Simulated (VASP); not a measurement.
# MgH (P6_3/mmc) in VASP: a series of runs

Runs on MgH. Level: r2SCAN. Tasks: relaxation of cell and atoms.

All numbers are computed with VASP 6.6.1; they aren't measurements. Logs are shortened: lines on timing, memory, paths and dates and some standing lists are left out, and cuts for length are marked.

### Step 1. The cell of the first run

Symmetry: P6_3/mmc, No. 194, hexagonal system. Conventional cell: a = 3.066 Å, b = 3.066 Å, c = 12.656 Å, α = 90.00°, β = 90.00°, γ = 120.00°. Mg (site symmetry -3m) has 2 H at 2.08 Å within 2.8 Å. Mg (site symmetry -6m2) has 6 H at 2.07 Å within 2.7 Å. H (site symmetry 3m) has 4 Mg at 2.07 to 2.08 Å and 1 H at 2.16 Å within 2.7 Å.

### Step 2. Relaxation of cell and atoms, r2SCAN

POSCAR reads:

```
MgH
1.0
    3.0655768325      0.0000000000      0.0000000000
   -1.5327884163      2.6548674142      0.0000000000
    0.0000000000      0.0000000000     12.6555672234
Mg H
4 4
Direct
    1.0000000000      0.0000000000      0.0000000000
    0.3333333333      0.6666666667      0.2500000000
    1.0000000000      1.0000000000      0.5000000000
    0.6666666667      0.3333333333      0.7500000000
    0.0000000000      0.0000000000      0.8352569101
    0.0000000000      0.0000000000      0.1647430899
    0.0000000000      0.0000000000      0.3352569101
    0.0000000000      0.0000000000      0.6647430899
```

INCAR.step1 reads:

```
SYSTEM = MgH
  PREC = Accurate
  ENCUT = 600
  ISMEAR = 0
  SIGMA = 0.1
  LREAL = .FALSE.
  LASPH = .TRUE.
  NELM = 60
  GGA = PE
  ALGO = Normal
  EDIFF = 1E-4
  LWAVE = .TRUE.
  LCHARG = .FALSE.
```

INCAR.step2 reads:

```
SYSTEM = MgH
  PREC = Accurate
  ENCUT = 600
  EDIFF = 1E-6
  ISMEAR = 0
  SIGMA = 0.1
  LREAL = .FALSE.
  LASPH = .TRUE.
  NELM = 60
  ALGO = Normal
  ISIF = 3
  LWAVE = .FALSE.
  LCHARG = .FALSE.
  METAGGA = R2SCAN
  LMIXTAU = .TRUE.
  IBRION = 2
  NSW = 90
  EDIFFG = -0.025
  ISTART = 1
```

KPOINTS reads:

```
regular mesh
0
G
  12 12 4
  0 0 0
```

Potentials or basis: VASP PAW PBE potentials, release 64 (Mg, H).

The run is started by

```sh
$ cat potpaw_PBE.64/Mg/POTCAR potpaw_PBE.64/H/POTCAR > POTCAR
$ cp INCAR.step1 INCAR
$ mpirun -np 1 vasp_std > vasp.out
$ cp INCAR.step2 INCAR
$ mpirun -np 1 vasp_std > vasp.out
```

OUTCAR:

```text
SYSTEM = MgH
   PREC = Accurate
   ENCUT = 600
   EDIFF = 1E-6
   ISMEAR = 0
   LREAL = .FALSE.
   LASPH = .TRUE.
   NELM = 60
   ISIF = 3
   METAGGA = R2SCAN
   IBRION = 2
   NSW = 90
   EDIFFG = -0.025
   ISTART = 1

 ion  position               nearest neighbor table
   1  0.000  0.000  0.000-   5 2.08   6 2.08   2 3.63   4 3.63   4 3.63   2 3.63   4 3.63   2 3.63

   2  0.333  0.667  0.250-   6 2.07   7 2.07   6 2.07   7 2.07   6 2.07   7 2.07   1 3.63   3 3.63
                             1 3.63   3 3.63   1 3.63   3 3.63
   3  0.000  0.000  0.500-   7 2.08   8 2.08   2 3.63   4 3.63   4 3.63   2 3.63   4 3.63   2 3.63

   4  0.667  0.333  0.750-   5 2.07   8 2.07   5 2.07   8 2.07   5 2.07   8 2.07   1 3.63   3 3.63
                             1 3.63   3 3.63   1 3.63   3 3.63
   5  0.000  0.000  0.835-   4 2.07   4 2.07   4 2.07   1 2.08
   6  0.000  0.000  0.165-   2 2.07   2 2.07   2 2.07   1 2.08
   7  0.000  0.000  0.335-   2 2.07   2 2.07   2 2.07   3 2.08
   8  0.000  0.000  0.665-   4 2.07   4 2.07   4 2.07   3 2.08

  LATTYP: Found a hexagonal cell.
 ALAT       =     3.0655768325
 C/A-ratio  =     4.1282825109

  Lattice vectors:

 A1 = (   3.0655768325,   0.0000000000,   0.0000000000)
 A2 = (  -1.5327884163,   2.6548674142,   0.0000000000)
 A3 = (   0.0000000000,   0.0000000000,  12.6555672234)

Analysis of symmetry for initial positions (statically):
=====================================================================
 Subroutine PRICEL returns:
 Original cell was already a primitive cell.

 Routine SETGRP: Setting up the symmetry group for a
 hexagonal supercell.

 Subroutine GETGRP returns: Found 24 space group operations
 (whereof 12 operations were pure point group operations)
 out of a pool of 24 trial point group operations.

The static configuration has the point symmetry D_3d.
 The point group associated with its full space group is D_6h.

Analysis of symmetry for dynamics (positions and initial velocities):
=====================================================================
 Subroutine PRICEL returns:
 Original cell was already a primitive cell.

 Routine SETGRP: Setting up the symmetry group for a
 hexagonal supercell.

 Subroutine GETGRP returns: Found 24 space group operations
 (whereof 12 operations were pure point group operations)
 out of a pool of 24 trial point group operations.

The dynamic configuration has the point symmetry D_3d.
 The point group associated with its full space group is D_6h.

 Subroutine INISYM returns: Found 24 space group operations
 (whereof 12 operations are pure point group operations),
 and found     1 'primitive' translations

----------------------------------------------------------------------------------------

                                     Primitive cell

  volume of cell :     102.9999

  direct lattice vectors                    reciprocal lattice vectors
     3.065576833  0.000000000  0.000000000     0.326202883  0.188333322  0.000000000
    -1.532788416  2.654867414  0.000000000     0.000000000  0.376666644  0.000000000
     0.000000000  0.000000000 12.655567223     0.000000000  0.000000000  0.079016608

  length of vectors
     3.065576833  3.065576833 12.655567223     0.376666644  0.376666644  0.079016608

  position of ions in fractional coordinates (direct lattice)
     0.000000000  0.000000000  0.000000000
     0.333333333  0.666666667  0.250000000
     0.000000000  0.000000000  0.500000000
     0.666666667  0.333333333  0.750000000
     0.000000000  0.000000000  0.835256910
     0.000000000  0.000000000  0.164743090
     0.000000000  0.000000000  0.335256910
     0.000000000  0.000000000  0.664743090

  ion indices of the primitive-cell ions
   primitive index   ion index
                 1           1
                 2           2
[... 107 lines left out ...]
   LEPSILON=     F    determine dielectric tensor
   LRPA    =     F    only Hartree local field effects (RPA)
 conjugate gradient relaxation of ions
 non-spin polarized calculation
 Gauss-broadening in eV      SIGMA  =   0.10
  energy-cutoff  :      600.00
  volume of cell :      103.00
 maximum number of plane-waves:      3476
   NGX = 13   NGY = 13   NGZ = 51

--------------------------------------- Ionic step        1  -------------------------------------------

 number of electron      12.0000003 magnetization

 Free energy of the ion-electron system (eV)
  ---------------------------------------------------
  ext. energy  EPLUGINS =         0.00000000
  ---------------------------------------------------
  free energy    TOTEN  =       -29.71473578 eV

  energy without entropy =      -29.70720515  energy(sigma->0) =      -29.71097047

------------------------ aborting loop because EDIFF is reached ----------------------------------------

  FORCE on cell =-STRESS in cart. coord.  units (eV):
  Direction    XX          YY          ZZ          XY          YZ          ZX
  --------------------------------------------------------------------------------------
  -------------------------------------------------------------------------------------
  Total       -0.2276998     -0.2276998     -0.0778507      0.0000000     -0.0000000      0.0000000
  in kB       -3.5419016     -3.5419016     -1.2109778      0.0000000     -0.0000000      0.0000000
  external PRESSURE =      -2.7649270 kB  Pullay stress =       0.0000000 kB

 VOLUME and BASIS-vectors are now :
 -----------------------------------------------------------------------------
  energy-cutoff  :      600.00
  volume of cell :      103.00
      direct lattice vectors                 reciprocal lattice vectors
     3.065576833  0.000000000  0.000000000     0.326202883  0.188333322  0.000000000
    -1.532788416  2.654867414  0.000000000     0.000000000  0.376666644  0.000000000
     0.000000000  0.000000000 12.655567223     0.000000000  0.000000000  0.079016608

 POSITION                                       TOTAL-FORCE (eV/Angst)
 -----------------------------------------------------------------------------------
      0.00000      0.00000      0.00000         0.000000      0.000000      0.000000
     -0.00000      1.76991      3.16389        -0.000000     -0.000000     -0.000000
      0.00000      0.00000      6.32778         0.000000      0.000000      0.000000
      1.53279      0.88496      9.49168         0.000000      0.000000     -0.000000
      0.00000      0.00000     10.57065         0.000000     -0.000000      0.007103
      0.00000      0.00000      2.08492         0.000000      0.000000     -0.007103
      0.00000      0.00000      4.24287         0.000000      0.000000      0.007103
      0.00000      0.00000      8.41270         0.000000     -0.000000     -0.007103
 -----------------------------------------------------------------------------------
    total drift:                               -0.000000      0.000000     -0.000000

  FREE ENERGIE OF THE ION-ELECTRON SYSTEM (eV)
  ---------------------------------------------------
  free  energy   TOTEN  =       -29.7147357847 eV

  energy  without entropy=      -29.7072051500  energy(sigma->0) =      -29.71097047

--------------------------------------- Ionic step        2  -------------------------------------------

 number of electron      12.0000002 magnetization

 Free energy of the ion-electron system (eV)
  ---------------------------------------------------
  ext. energy  EPLUGINS =         0.00000000
  ---------------------------------------------------
  free energy    TOTEN  =       -29.71524105 eV

  energy without entropy =      -29.70771307  energy(sigma->0) =      -29.71147706

 E-fermi :   2.5360     XC(G=0):  -9.0546

 val. band max:        2.5277539655   @ k =   0.3333   0.3333   0.0000
 cond. band min:       2.5497236346   @ k =   0.3333   0.3333   0.2500
 fundamental gap:      0.0219696691
 Fermi energy:         2.5360236008

 k-point     1 :       0.0000    0.0000    0.0000
  band No.  band energies     occupation
      1      -6.9436      2.00000
      2      -6.6641      2.00000
      3      -4.6562      2.00000
      4      -3.4670      2.00000
      5      -1.3577      2.00000
      6       0.9862      2.00000
      7       3.9362      0.00000
      8       8.4087      0.00000
      9       8.4146      0.00000
     10      10.9955      0.00000
     11      12.7972      0.00000
[... 309 lines left out ...]
 k-point    24 :       0.3333    0.0000    0.2500
  band No.  band energies     occupation
      1      -4.9331      2.00000
      2      -4.7834      2.00000
      3      -2.4807      2.00000
      4      -1.8921      2.00000
      5       1.0395      2.00000
      6       2.0358      2.00000
      7       3.8217      0.00000
      8       3.9539      0.00000
      9       6.0776      0.00000
     10       6.5666      0.00000
     11       7.3781      0.00000

 [... further k-points ...]

------------------------ aborting loop because EDIFF is reached ----------------------------------------

  FORCE on cell =-STRESS in cart. coord.  units (eV):
  Direction    XX          YY          ZZ          XY          YZ          ZX
  --------------------------------------------------------------------------------------
  -------------------------------------------------------------------------------------
  Total       -0.1032667     -0.1032667     -0.0253078      0.0000000     -0.0000000     -0.0000000
  in kB       -1.6115057     -1.6115057     -0.3949353      0.0000000     -0.0000000     -0.0000000
  external PRESSURE =      -1.2059822 kB  Pullay stress =       0.0000000 kB

 VOLUME and BASIS-vectors are now :
 -----------------------------------------------------------------------------
  energy-cutoff  :      600.00
  volume of cell :      102.67
      direct lattice vectors                 reciprocal lattice vectors
     3.061367473  0.000000000  0.000000000     0.326651409  0.188592279  0.000000000
    -1.530683737  2.651222002 -0.000000000    -0.000000000  0.377184558  0.000000000
    -0.000000000 -0.000000000 12.649625874    -0.000000000  0.000000000  0.079053721

 POSITION                                       TOTAL-FORCE (eV/Angst)
 -----------------------------------------------------------------------------------
      0.00000      0.00000      0.00000         0.000000     -0.000000      0.000000
     -0.00000      1.76748      3.16241        -0.000000      0.000000      0.000000
     -0.00000     -0.00000      6.32481         0.000000     -0.000000      0.000000
      1.53068      0.88374      9.48722         0.000000     -0.000000      0.000000
     -1.53068      2.65122     10.56603        -0.000000     -0.000000      0.006244
     -0.00000     -0.00000      2.08360         0.000000      0.000000     -0.006244
     -0.00000     -0.00000      4.24122        -0.000000     -0.000000      0.006244
     -1.53068      2.65122      8.40841         0.000000      0.000000     -0.006244
 -----------------------------------------------------------------------------------
    total drift:                               -0.000000      0.000000     -0.000000

  FREE ENERGIE OF THE ION-ELECTRON SYSTEM (eV)
  ---------------------------------------------------
  free  energy   TOTEN  =       -29.7152410485 eV

  energy  without entropy=      -29.7077130697  energy(sigma->0) =      -29.71147706

 reached required accuracy - stopping structural energy minimisation
```

It took 5.9 min on 1 thread of Intel Xeon Platinum 8375C at 2.90GHz (Ice Lake), shared host; peak memory 0.31 GiB.

Results:

```yaml
Free_energy: -29.7152 eV
Relaxed_volume: 12.83 Å³/atom
Relaxed_cell: a = 3.061 Å, b = 3.061 Å, c = 12.650 Å, α = 90.00°, β = 90.00°, γ = 120.00°
Space_group_after_relaxing_to_0.1_Å: P6_3/mmc (No. 194)
Energy_gained_by_relaxing: 0.1 meV/atom
Ionic_steps: 2
Pressure_after_relaxing: -0.1 GPa
Largest_force_after_relaxing: 0.006 eV/Å
Band_gap_on_the_k_mesh: zero (bands 6 and 7 overlap by 0.81 eV)
```

Forces on the atoms (eV/Å):
```
Mg   0.000  0.000  0.000
Mg   0.000  0.000  0.000
Mg   0.000  0.000  0.000
Mg   0.000  0.000  0.000
H    0.000  0.000  0.006
H    0.000  0.000 -0.006
H    0.000  0.000  0.006
H    0.000  0.000 -0.006
```

The path:
| step | energy change (eV) | largest force (eV/Å) | pressure (GPa) | volume (Å³) |
| --- | --- | --- | --- | --- |
| 1 | 0.0000 | 0.0071 | -0.28 | 103.00 |
| 2 | -0.0005 | 0.0062 | -0.12 | 102.67 |

Final structure:
```
Mg H
1.0
     3.06137    0.00000    0.00000
    -1.53068    2.65122    0.00000
     0.00000    0.00000   12.64963
Mg H
4 4
Direct
  0.00000 0.00000 0.00000
  0.33333 0.66667 0.25000
  0.00000 0.00000 0.50000
  0.66667 0.33333 0.75000
  0.00000 0.00000 0.83528
  0.00000 0.00000 0.16472
  0.00000 0.00000 0.33528
  0.00000 0.00000 0.66472
```

Caveat: the PAW data sets were made with another functional, which shifts forces and pressure a little.

### Step 3. Relaxation of cell and atoms, r2SCAN

This run uses another cell than the first one, of 15.20 Å³/atom.

POSCAR reads:

```
MgH
1.0
    3.0590646990      0.0000000000      0.0000000000
   -1.5295323495      2.6492277411      0.0000000000
    0.0000000000      0.0000000000     15.0015333979
Mg H
4 4
Direct
    1.0000000000      0.0000000000      0.0000000000
    0.3333333333      0.6666666667      0.2500000000
    1.0000000000      1.0000000000      0.5000000000
    0.6666666667      0.3333333333      0.7500000000
    0.3333333333      0.6666666667      0.9398110947
    0.6666666667      0.3333333333      0.0601889053
    0.6666666667      0.3333333333      0.4398110947
    0.3333333333      0.6666666667      0.5601889053
```

INCAR.step1 reads:

```
ALGO = Normal
EDIFF = 1E-4
ENCUT = 600
GGA = PE
ISMEAR = 0
LASPH = T
LCHARG = F
LREAL = F
LWAVE = T
NELM = 100
PREC = Accurate
SIGMA = 0.1
```

INCAR.step2 reads:

```
ALGO = Normal
EDIFF = 1E-7
EDIFFG = -0.025
ENCUT = 600
IBRION = 2
ISIF = 3
ISMEAR = 0
ISTART = 1
LASPH = T
LCHARG = F
LMIXTAU = T
LREAL = F
LWAVE = F
METAGGA = R2SCAN
NELM = 100
NSW = 90
PREC = Accurate
SIGMA = 0.1
```

KPOINTS reads:

```
k-points
0
Gamma
  12 12 2
```

Potentials or basis: VASP PAW PBE potentials, release 64 (Mg, H).

The run is started by

```sh
$ cat potpaw_PBE.64/Mg/POTCAR potpaw_PBE.64/H/POTCAR > POTCAR
$ cp INCAR.step1 INCAR
$ mpirun -np 1 vasp_std > vasp.out
$ cp INCAR.step2 INCAR
$ mpirun -np 1 vasp_std > vasp.out
```

It took 2.4 min on 1 thread of Intel Xeon 6975P-C (Granite Rapids), shared host; peak memory 0.32 GiB.

It converged, with:

- Free energy: -30.3596 eV
- Relaxed volume: 15.13 Å³/atom
- Relaxed cell: a = 3.052 Å, b = 3.052 Å, c = 15.004 Å, α = 90.00°, β = 90.00°, γ = 120.00°
- Space group after relaxing (to 0.1 Å): P6_3/mmc (No. 194)
- Energy gained by relaxing: 0.2 meV/atom
- Ionic steps: 2
- Pressure after relaxing: -0.1 GPa
- Largest force after relaxing: 0.016 eV/Å
- Band gap on the k mesh: zero (bands 6 and 7 overlap by 1.28 eV)

Forces in eV/Å, atoms in the order of the input:
```
Mg   0.000  0.000  0.000
Mg   0.000  0.000  0.000
Mg   0.000  0.000  0.000
Mg   0.000  0.000  0.000
H    0.000  0.000  0.016
H    0.000  0.000 -0.016
H    0.000  0.000  0.016
H    0.000  0.000 -0.016
```

Stress tensor (GPa, compression positive):
```
-0.18  0.00  0.00
 0.00 -0.18  0.00
 0.00  0.00  0.12
```

The path:
```csv
step,energy change (eV),largest force (eV/Å),pressure (GPa),volume (Å³)
1,0.0000,0.0281,-0.31,121.57
2,-0.0013,0.0158,-0.08,121.05
```

Final structure:
```xyz
8
Lattice="3.0522 0.0000 0.0000 -1.5261 2.6433 0.0000 0.0000 0.0000 15.0039" Properties=species:S:1:pos:R:3 pbc="T T T"
Mg    0.0000    0.0000    0.0000
Mg    0.0000    1.7622    3.7510
Mg    0.0000    0.0000    7.5020
Mg    1.5261    0.8811   11.2529
H     0.0000    1.7622   14.1022
H     1.5261    0.8811    0.9017
H     1.5261    0.8811    6.6002
H     0.0000    1.7622    8.4037
```

Levels at points of the mesh, in eV from the Fermi level:
```csv
k point,band 3,band 4,band 5,band 6,band 7,band 8,band 9,band 10
"(0.00, 0.00, 0.00)",-6.59,-5.74,-5.28,-3.87,-0.37,1.34,4.41,6.90
"(0.50, 0.00, 0.00)",-4.80,-4.75,-0.71,-0.41,-0.18,0.57,0.72,1.81
"(0.00, 0.00, 0.50)",-6.31,-6.31,-4.47,-4.47,0.41,0.41,5.60,5.60
"(0.50, 0.00, 0.50)",-4.78,-4.78,-0.56,-0.56,0.01,0.01,1.50,1.50
```

Caveat: the PAW data sets were made with another functional, which shifts forces and pressure a little.
